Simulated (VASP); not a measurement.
Runs of VASP 6.6.1 on GaC3. The structure is that of space group Pm-3m (No. 221), or close to it. The cells are those of the table. 

| cell | gap on the mesh (eV) | pressure (GPa) |
| --- | --- | --- |
| a = 3.384 Å, 4 atoms | none | (b) |
| a = 3.251 Å, 4 atoms | none | (a) |
| a = 3.297 Å, 4 atoms | none | -4.4 |
| a = 3.274 Å, 4 atoms | none | -0.9 |
| a = 3.363 Å, 4 atoms | none | -12.8 |
| a = 3.341 Å, 4 atoms | none | -10.3 |
| a = 3.319 Å, 4 atoms | none | -7.5 |

Alike in all rows: task single point; level LDA; potentials or basis VASP PAW LDA potentials, release 64 (Ga_d, C); no spin polarisation; k mesh 7 × 7 × 7; cutoff (eV) 520; smearing gaussian 0.1 eV.

Q: Estimate the missing entries.

A: (a) 3.0; (b) -14.9.

A k mesh can miss the band edges, and the runs leave out spin-orbit coupling on Ga.

A gap of «none» marks levels without a gap at the run's occupations.
